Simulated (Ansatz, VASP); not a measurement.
Two plane-wave programs on SnO2

```
Sn O
1.0
     4.92509    0.00000    0.00000
     0.00000    4.92510    0.00000
     0.00000    0.00000    3.48450
Sn O
2 4
Direct
  0.50000 0.50000 0.50000
  0.00000 0.00000 0.00000
  0.30865 0.30865 0.00000
  0.80865 0.19135 0.50000
  0.19135 0.80865 0.50000
  0.69135 0.69135 0.00000
```

Alike in both runs: functional PBE; k mesh 6 × 6 × 10; occupations gaussian, width 0.05 eV; no spin polarisation.

Ansatz relaxed the structure, and its values are those at the end. VASP's run is a single point on that final structure, the one shown.

|  | VASP | Ansatz |
| --- | --- | --- |
| version | VASP 6.6.1 | Ansatz 0.2.0 |
| potentials or method | VASP PAW PBE potentials, release 64 (Sn_d, O), cutoff 520 eV | scalar-relativistic, plane waves, PAW |
| valence electrons in the cell | 52 | 52 |

```tsv
	VASP	Ansatz	Ansatz less VASP
gap on the k mesh at the Fermi level (eV)	0.06	0.06	0.000
least direct gap on the mesh (eV)	0.32	0.33	+0.012
pressure (GPa)	-15.9	-16.2	-0.37
```

With one functional, cell and mesh, what is left measures potentials, basis and numerics. Ansatz's warnings: stress scf threshold loose.
